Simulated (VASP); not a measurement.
Set up this calculation in VASP 6.6.1, as the native input.

```yaml
Task: relaxation of cell and atoms
Functional: LDA
Potentials_or_basis: VASP PAW LDA potentials, release 64 (Ti_sv, N)
Cutoff: 600 eV
k_mesh: 18 × 18 × 18
Occupations: gaussian, width 0.1 eV
Spin: no spin polarisation
Dipole_correction: no
Further_INCAR_settings: ALGO = Normal; EDIFF = 1e-06; IBRION = 2; EDIFFG = -0.005; NSW = 100; ISIF = 3
```

The structure of TiN lies in POSCAR:

```
TiN
1.0
    0.0000000000      2.0863455124      2.0863455124
    2.0863455124      0.0000000000      2.0863455124
    2.0863455124      2.0863455124      0.0000000000
Ti N
1 1
Direct
    0.0000000000      0.0000000000      0.0000000000
    0.5000000000      0.5000000000      0.5000000000
```

These files were run (other wordings do the same):

INCAR

```
PREC = Accurate
ENCUT = 600
EDIFF = 1E-6
ISMEAR = 0
SIGMA = 0.1
LREAL = False
LASPH = True
NELM = 100
ALGO = Normal
ISIF = 3
LWAVE = False
LCHARG = False
GGA = CA
IBRION = 2
NSW = 100
EDIFFG = -0.005
```

KPOINTS

```
Automatic mesh
0
Gamma
  18 18 18
```

Potentials or basis: VASP PAW LDA potentials, release 64 (Ti_sv, N).

Run with:

```bash
$ cat potpaw_LDA.64/Ti_sv/POTCAR potpaw_LDA.64/N/POTCAR > POTCAR
$ mpirun -np 1 vasp_std > vasp.out
```

It gave:

```json
{
  "Relaxed volume": "9.10 Å³/atom",
  "Relaxed cell": "a = 2.953 Å, b = 2.953 Å, c = 2.953 Å, α = 60.00°, β = 60.00°, γ = 60.00°",
  "Space group after relaxing (to 0.1 Å)": "Fm-3m (No. 225)",
  "Energy gained by relaxing": "0.1 meV/atom",
  "Ionic steps": "3",
  "Pressure after relaxing": "0.0 GPa",
  "Band gap on the k mesh": "zero (an odd number of electrons rules out a gap without spin polarisation)"
}
```

Wall time 52 s on 1 thread of Intel(R) Xeon(R) Platinum 8488C (Sapphire Rapids), with other jobs on the host, peak memory 0.17 GiB.
